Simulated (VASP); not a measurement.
Wanted: the native input for a VASP 6.6.1 run.

- Task: single point
- Functional: r2SCAN
- Potentials or basis: VASP PAW PBE potentials, release 64 (Al, Ni)
- Cutoff: 520 eV
- k mesh: 12 × 12 × 12
- Occupations: fermi-dirac, width 0.05 eV
- Spin: no spin polarisation
- Dipole correction: no
- Further INCAR settings: ALGO = Normal; EDIFF = 1e-06; NBANDS = 14

Crystal: AlNi.

```
Al Ni
1.0
     2.86330    0.00000    0.00000
     0.00000    2.86330    0.00000
     0.00000    0.00000    2.86330
Al Ni
1 1
Direct
  0.00000 0.00000 0.00000
  0.50000 0.50000 0.50000
```

One way to write it, as run:

POSCAR

```
AlNi
1.0
    2.8633026806      0.0000000000      0.0000000000
    0.0000000000      2.8633026806      0.0000000000
    0.0000000000      0.0000000000      2.8633026806
Al Ni
1 1
Direct
    0.0000000000      0.0000000000      0.0000000000
    0.5000000000      0.5000000000      0.5000000000
```

INCAR.step1

```
ALGO = Normal
EDIFF = 1E-4
ENCUT = 520
GGA = PE
ISMEAR = -1
LASPH = True
LCHARG = False
LREAL = False
LWAVE = True
NBANDS = 14
NELM = 60
PREC = Accurate
SIGMA = 0.05
```

INCAR.step2

```
ALGO = Normal
EDIFF = 1E-6
ENCUT = 520
ISIF = 2
ISMEAR = -1
ISTART = 1
LASPH = True
LCHARG = False
LMIXTAU = True
LREAL = False
LWAVE = False
METAGGA = R2SCAN
NBANDS = 14
NELM = 60
PREC = Accurate
SIGMA = 0.05
```

KPOINTS

```
k-points
0
Gamma
  12 12 12
```

Potentials or basis: VASP PAW PBE potentials, release 64 (Al, Ni).

Command:

```console
$ cat potpaw_PBE.64/Al/POTCAR potpaw_PBE.64/Ni/POTCAR > POTCAR
$ cp INCAR.step1 INCAR
$ mpirun -np 1 vasp_std > vasp.out
$ cp INCAR.step2 INCAR
$ mpirun -np 1 vasp_std > vasp.out
```

It gave:

| Item | Value |
| --- | --- |
| Pressure | -0.2 GPa |

Caveat: the PAW data sets were made with another functional, which shifts forces and pressure a little.

Wall time 60 s on 1 thread of Intel(R) Xeon(R) Platinum 8175M CPU @ 2.50GHz (Skylake/Cascade Lake), on a shared host, peak memory 0.16 GiB.
